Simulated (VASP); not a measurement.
# W (Im-3m) in VASP: further runs, part 2 of 2

VASP 6.6.1.

### 3 Relaxation of cell and atoms, LDA

This run uses another cell than the first one, of 16.08 Å³/atom.

Contents of INCAR:

```
ALGO     = Fast           # electronic algorithm
EDIFF    = 1E-7           # SCF threshold, eV
EDIFFG   = -0.005         # ionic threshold
ENCUT    = 600            # plane-wave cutoff, eV
IBRION   = 2              # ionic algorithm
ISIF     = 3              # what is computed and relaxed
ISMEAR   = 0              # smearing method
LASPH    = T              # aspherical terms in the spheres
LCHARG   = F              # write CHGCAR
LREAL    = F              # projectors in reciprocal space
LWAVE    = F              # write WAVECAR
NELM     = 80             # most SCF steps
NSW      = 80             # ionic steps
PREC     = Accurate       # precision mode
SIGMA    = 0.3            # smearing width, eV
```

Contents of KPOINTS:

```
k-points
0
Gamma
  32 32 32
```

Contents of POSCAR:

```
W
1.0
   -1.5900000000      1.5900000000      1.5900000000
    1.5900000000     -1.5900000000      1.5900000000
    1.5900000000      1.5900000000     -1.5900000000
W
1
Direct
    0.0000000000      0.0000000000      0.0000000000
```

Potentials or basis: VASP PAW LDA potentials, release 64 (W_sv).

Started as:

```console
cat potpaw_LDA.64/W_sv/POTCAR > POTCAR
mpirun -np 1 vasp_std > vasp.out
```

OUTCAR:

```text
EDIFF = 1E-7
   EDIFFG = -0.005
   ENCUT = 600
   IBRION = 2
   ISIF = 3
   ISMEAR = 0
   LASPH = T
   LREAL = F
   NELM = 80
   NSW = 80
   PREC = Accurate

 ion  position               nearest neighbor table
   1  0.000  0.000  0.000-

  LATTYP: Found a body centered cubic cell.
 ALAT       =     3.1800000000

  Lattice vectors:

 A1 = (  -1.5900000000,   1.5900000000,   1.5900000000)
 A2 = (   1.5900000000,  -1.5900000000,   1.5900000000)
 A3 = (   1.5900000000,   1.5900000000,  -1.5900000000)

Analysis of symmetry for initial positions (statically):
=====================================================================
 Subroutine PRICEL returns:
 Original cell was already a primitive cell.

 Routine SETGRP: Setting up the symmetry group for a
 body centered cubic supercell.

 Subroutine GETGRP returns: Found 48 space group operations
 (whereof 48 operations were pure point group operations)
 out of a pool of 48 trial point group operations.

The static configuration has the point symmetry O_h .

Analysis of symmetry for dynamics (positions and initial velocities):
=====================================================================
 Subroutine PRICEL returns:
 Original cell was already a primitive cell.

 Routine SETGRP: Setting up the symmetry group for a
 body centered cubic supercell.

 Subroutine GETGRP returns: Found 48 space group operations
 (whereof 48 operations were pure point group operations)
 out of a pool of 48 trial point group operations.

The dynamic configuration has the point symmetry O_h .

 Subroutine INISYM returns: Found 48 space group operations
 (whereof 48 operations are pure point group operations),
 and found     1 'primitive' translations

----------------------------------------------------------------------------------------

                                     Primitive cell

  volume of cell :      16.0787

  direct lattice vectors                    reciprocal lattice vectors
    -1.590000000  1.590000000  1.590000000     0.000000000  0.314465409  0.314465409
     1.590000000 -1.590000000  1.590000000     0.314465409  0.000000000  0.314465409
     1.590000000  1.590000000 -1.590000000     0.314465409  0.314465409  0.000000000

  length of vectors
     2.753960784  2.753960784  2.753960784     0.444721246  0.444721246  0.444721246

  position of ions in fractional coordinates (direct lattice)
     0.000000000  0.000000000  0.000000000

  ion indices of the primitive-cell ions
   primitive index   ion index
                 1           1

----------------------------------------------------------------------------------------

 KPOINTS: k-points

Automatic generation of k-mesh.
 Grid dimensions read from file:
 generate k-points for:   32   32   32

 Generating k-lattice:

  Cartesian coordinates                     Fractional coordinates (reciprocal lattice)
     0.000000000  0.009827044  0.009827044     0.031250000  0.000000000  0.000000000
     0.009827044  0.000000000  0.009827044     0.000000000  0.031250000  0.000000000
     0.009827044  0.009827044  0.000000000     0.000000000  0.000000000  0.031250000

[... 42 lines left out ...]
   dimension x,y,z NGXF=    48 NGYF=   48 NGZF=   48
   ions per type =               1
   NGX,Y,Z   is equivalent  to a cutoff of  14.49, 14.49, 14.49 a.u.
   NGXF,Y,Z  is equivalent  to a cutoff of  28.98, 28.98, 28.98 a.u.
 SYSTEM =  unknown system
   PREC   = accura    normal or accurate (medium, high low for compatibility)
   ISTART =      0    job   : 0-new  1-cont  2-samecut
   ICHARG =      2    charge: 1-file 2-atom 10-const
   ISPIN  =      1    spin polarized calculation?
   LNONCOLLINEAR =      F non collinear calculations
   LSORBIT =      F    spin-orbit coupling
   LASPH  =      T    aspherical Exc in radial PAW
   ENCUT  =  600.0 eV  44.10 Ry    6.64 a.u.   5.50  5.50  5.50*2*pi/ulx,y,z
   NELM   =     80;   NELMIN=  2; NELMDL= -5     # of ELM steps
   EDIFF  = 0.1E-06   stopping-criterion for ELM
   LREAL  =      F    real-space projection
   EDIFFG = -.5E-02   stopping-criterion for IOM
   NSW    =     80    number of steps for IOM
   IBRION =      2    ionic relax: 0-MD 1-quasi-New 2-CG
   NFREE  =      1    steps in history (QN), initial steepest desc. (CG)
   ISIF   =      3    stress and relaxation
   ISYM   =      2    0-nonsym 1-usesym 2-fastsym
   POTIM  = 0.5000    time-step for ionic-motion
   TEBEG  =    0.0;   TEEND  =   0.0 temperature during run
   PSTRESS=    0.0 pullay stress
   NELECT =      14.0000    total number of electrons
   NUPDOWN=      -1.0000    fix difference up-down
   EMIN   =  10.00;   EMAX   =-10.00  energy-range for DOS
   EFERMI =   0.00;   METHOD = LEGACY
   ISMEAR =     0;   SIGMA  =   0.30  broadening in eV -4-tet -1-fermi 0-gaus
   EFERMI_NEDOS =   21; number of points for ismear=-14 and -15
   IALGO  =     68    algorithm
   IMIX   =      4    mixing-type and parameters
     AMIX     =   0.40;   BMIX     =  1.00
     AMIX_MAG =   1.60;   BMIX_MAG =  1.00
  volume/ion in A,a.u.               =      16.08       108.50
  Fermi-wavevector in a.u.,A,eV,Ry     =   1.563269  2.954150 33.250054  2.443810
  Thomas-Fermi vector in A             =   2.666065
   LORBIT       =      0    0 simple, 1 ext, 2 COOP (PROOUT), +10 PAW based schemes
   GGA     = CA    functional components
   LHFCALC =     F    Hartree Fock is set to
   AEXX    =    0.0000 exact exchange contribution
   IVDW    =     0    specifies the selected vdW correction
   LEPSILON=     F    determine dielectric tensor
   LRPA    =     F    only Hartree local field effects (RPA)
 conjugate gradient relaxation of ions
 non-spin polarized calculation
 RMM-DIIS sequential band-by-band and
 Gauss-broadening in eV      SIGMA  =   0.30
  energy-cutoff  :      600.00
  volume of cell :       16.08
 maximum number of plane-waves:       555
 NGX is ok and might be reduce to    24
   NGX = 11   NGY = 11   NGZ = 11

--------------------------------------- Ionic step        1  -------------------------------------------

 number of electron      14.0000002 magnetization

 Free energy of the ion-electron system (eV)
  ---------------------------------------------------
  ext. energy  EPLUGINS =         0.00000000
  ---------------------------------------------------
  free energy    TOTEN  =       -14.09483707 eV

  energy without entropy =      -14.07229786  energy(sigma->0) =      -14.08356747

------------------------ aborting loop because EDIFF is reached ----------------------------------------

  FORCE on cell =-STRESS in cart. coord.  units (eV):
  Direction    XX          YY          ZZ          XY          YZ          ZX
  --------------------------------------------------------------------------------------
  -------------------------------------------------------------------------------------
  Total       -1.1360511     -1.1360511     -1.1360511     -0.0000000     -0.0000000     -0.0000000
  in kB     -113.2027736   -113.2027736   -113.2027736     -0.0000000     -0.0000000     -0.0000000
  external PRESSURE =    -113.2027736 kB  Pullay stress =       0.0000000 kB
[... 197 lines left out ...]
--------------------------------------- Ionic step        7  -------------------------------------------

 number of electron      14.0000000 magnetization

 Free energy of the ion-electron system (eV)
  ---------------------------------------------------
  ext. energy  EPLUGINS =         0.00000000
  ---------------------------------------------------
  free energy    TOTEN  =       -14.11583581 eV

  energy without entropy =      -14.09351969  energy(sigma->0) =      -14.10467775

 E-fermi :  11.6600     XC(G=0): -13.9545

 val. band max:       11.6458743603   @ k =  -0.4687  -0.4687   0.2812
 cond. band min:      11.6612468584   @ k =  -0.1250   0.1875   0.0312
 fundamental gap:      0.0153724981
 Fermi energy:        11.6599656228

 k-point     1 :       0.0000    0.0000    0.0000
  band No.  band energies     occupation
      1     -62.0741      2.00000
      2     -25.8468      2.00000
      3     -25.8468      2.00000
      4     -25.8468      2.00000
      5       1.9793      2.00000
      6      10.3463      2.00000
      7      10.3463      2.00000
      8      10.3463      2.00000
      9      13.8855      0.00000
     10      13.8855      0.00000
     11      26.2698      0.00000
[... 309 lines left out ...]
 k-point    24 :       0.2188    0.0312    0.0000
  band No.  band energies     occupation
      1     -62.0047      2.00000
      2     -26.5171      2.00000
      3     -26.0570      2.00000
      4     -25.8564      2.00000
      5       4.2561      2.00000
      6       9.1159      2.00000
      7       9.7354      2.00000
      8      12.9209      0.00000
      9      13.1650      0.00000
     10      14.0918      0.00000
     11      26.8371      0.00000

 [... further k-points ...]
[... 5 lines left out ...]
  --------------------------------------------------------------------------------------
  -------------------------------------------------------------------------------------
  Total       -0.0005461     -0.0005461     -0.0005461     -0.0000000     -0.0000000      0.0000000
  in kB       -0.0564341     -0.0564341     -0.0564341     -0.0000000     -0.0000000      0.0000000
  external PRESSURE =      -0.0564341 kB  Pullay stress =       0.0000000 kB
[... 16 lines left out ...]
  FREE ENERGIE OF THE ION-ELECTRON SYSTEM (eV)
  ---------------------------------------------------
  free  energy   TOTEN  =       -14.1158358094 eV

  energy  without entropy=      -14.0935196932  energy(sigma->0) =      -14.10467775

 reached required accuracy - stopping structural energy minimisation
```

It took 4.6 min on 1 thread of Intel Xeon 6975P-C (Granite Rapids), shared host; peak memory 0.32 GiB.

What came out:

```
Free energy                           : -14.1158 eV
Relaxed volume                        : 15.50 Å³/atom
Relaxed cell                          : a = 2.721 Å, b = 2.721 Å, c = 2.721 Å, α = 109.47°, β = 109.47°, γ = 109.47°
Space group after relaxing (to 0.1 Å) : Im-3m (No. 229)
Energy gained by relaxing             : 21.0 meV/atom
Ionic steps                           : 7
Pressure after relaxing               : 0.0 GPa
Band gap on the k mesh                : zero (bands 7 and 8 overlap by 6.61 eV)
```

Step by step:
| step | energy change (eV) | largest force (eV/Å) | pressure (GPa) | volume (Å³) |
| --- | --- | --- | --- | --- |
| 1 | 0.0000 | 0.0000 | -11.32 | 16.08 |
| 2 | 0.2935 | 0.0000 | 58.63 | 13.58 |
| 3 | -0.0209 | 0.0000 | -0.71 | 15.54 |
| 4 | -0.0210 | 0.0000 | -0.13 | 15.51 |
| 5 | -0.0210 | 0.0000 | 0.12 | 15.50 |
| 6 | -0.0210 | 0.0000 | -0.36 | 15.52 |
| 7 | -0.0210 | 0.0000 | -0.01 | 15.50 |

Final structure:
```cif
data_structure
_symmetry_space_group_name_H-M 'P 1'
_symmetry_Int_Tables_number 1
_cell_length_a 2.7207
_cell_length_b 2.7207
_cell_length_c 2.7207
_cell_angle_alpha 109.471
_cell_angle_beta 109.471
_cell_angle_gamma 109.471
_cell_volume 15.50
loop_
_atom_site_label
_atom_site_type_symbol
_atom_site_fract_x
_atom_site_fract_y
_atom_site_fract_z
_atom_site_occupancy
W1 W 0.00000 0.00000 0.00000 1
```

Levels at points of the mesh, in eV from the Fermi level:
```
           k point  band 4  band 5  band 6  band 7  band 8  band 9  band 10  band 11
(0.00, 0.00, 0.00)  -37.51   -9.68   -1.31   -1.31   -1.31    2.23     2.23    14.61
(0.50, 0.00, 0.00)  -37.52   -6.42   -3.71    0.90    2.14    3.13     6.32    11.61
(0.50, 0.50, 0.50)  -38.49   -6.05   -6.05    5.29    5.29    5.29     8.52     8.52
```

Caveat: so wide a smearing shifts energies and pressures; spin-orbit coupling is left out, which moves the levels of the heavy elements.
